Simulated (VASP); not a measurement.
A run of VASP 6.6.1:

File INCAR:

```
SYSTEM = Ti
PREC     = Accurate       ! precision mode
ENCUT    = 520            ! plane-wave cutoff, eV
EDIFF    = 1E-7           ! SCF threshold, eV
ISMEAR   = 0              ! smearing method
SIGMA    = 0.1            ! smearing width, eV
LREAL    = .False.        ! projectors in reciprocal space
LASPH    = .True.         ! aspherical terms in the spheres
NELM     = 80             ! most SCF steps
ALGO     = Fast           ! electronic algorithm
ISIF     = 2              ! what is computed and relaxed
LWAVE    = .False.        ! write WAVECAR
LCHARG   = .False.        ! write CHGCAR
GGA      = PE             ! functional
NBANDS   = 19             ! bands
```

Contents of KPOINTS:

```
Automatic mesh
0
Gamma
  18 18 10
  0 0 0
```

The input POSCAR:

```
Ti
1.0
    2.9978495387      0.0000000000      0.0000000000
   -1.4989247693      2.5962138572      0.0000000000
    0.0000000000      0.0000000000      4.7364691091
Ti
2
Direct
    0.3333333333      0.6666666667      0.2500000000
    0.6666666667      0.3333333333      0.7500000000
```

Potentials or basis: VASP PAW PBE potentials, release 64 (Ti_sv).

Command:

```sh
$ cat potpaw_PBE.64/Ti_sv/POTCAR > POTCAR
$ mpirun -np 1 vasp_std > vasp.out
```

Hardware: 1 thread of Intel(R) Xeon(R) Platinum 8488C (Sapphire Rapids), on a shared host.

Task: How long does it take, and how much memory?

Result: Wall time 5.2 min on 1 thread of Intel(R) Xeon(R) Platinum 8488C (Sapphire Rapids) (shared host), peak memory 0.24 GiB. Counts: scf iterations 46, k points 222.
